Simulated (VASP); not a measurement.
# SnSe: single point with PBE-based global hybrid with 35 % exact exchange

SnSe:

```xyz
2
Lattice="0.0000 3.3640 3.3640 3.3640 0.0000 3.3640 3.3640 3.3640 0.0000" Properties=species:S:1:pos:R:3 pbc="T T T"
Sn    0.0000    0.0000    0.0000
Se    1.6820    1.6820    1.6820
```

- Program: VASP 6.6.1
- Task: single point
- Functional: PBE-based global hybrid with 35 % exact exchange
- Potentials or basis: VASP PAW PBE potentials, release 64 (Sn_d, Se)
- Cutoff: 520 eV
- k mesh: 4 × 4 × 4
- Occupations: fermi-dirac, width 0.02 eV
- Spin: no spin polarisation
- Dipole correction: no
- Grid for exact exchange (PRECFOCK): Normal
- Share of exact exchange: 0.35
- Further INCAR settings: ALGO = Normal; EDIFF = 1e-06; NBANDS = 17

```yaml
Pressure: -0.2 GPa
Band_gap_on_the_k_mesh: 1.38 eV (least direct gap 2.17 eV)
```

Levels at points of the mesh, in eV from the valence-band top:
| k point | band 7 | band 8 | band 9 | band 10 | band 11 | band 12 | band 13 | band 14 |
| --- | --- | --- | --- | --- | --- | --- | --- | --- |
| (0.00, 0.00, 0.00) | -6.01 | -2.90 | -2.90 | -2.90 | 3.04 | 3.04 | 3.04 | 6.39 |
| (0.50, 0.00, 0.00) | -8.41 | -3.49 | -3.49 | -2.51 | 3.87 | 3.87 | 5.10 | 7.98 |
| (0.50, 0.50, 0.00) | -8.73 | -4.29 | -4.29 | -0.79 | 1.38 | 6.33 | 6.33 | 7.28 |

Run time: 34 min on 1 thread of Intel(R) Xeon(R) Platinum 8259CL CPU @ 2.50GHz (Skylake/Cascade Lake), on a shared host, peak memory 0.22 GiB.

Caveat: the structure was generated, so it needn't be the stable form of SnSe; the PAW data sets were made with another functional, which shifts forces and pressure a little; spin-orbit coupling is left out, which moves the levels of the heavy elements. A k mesh can miss the band edges.
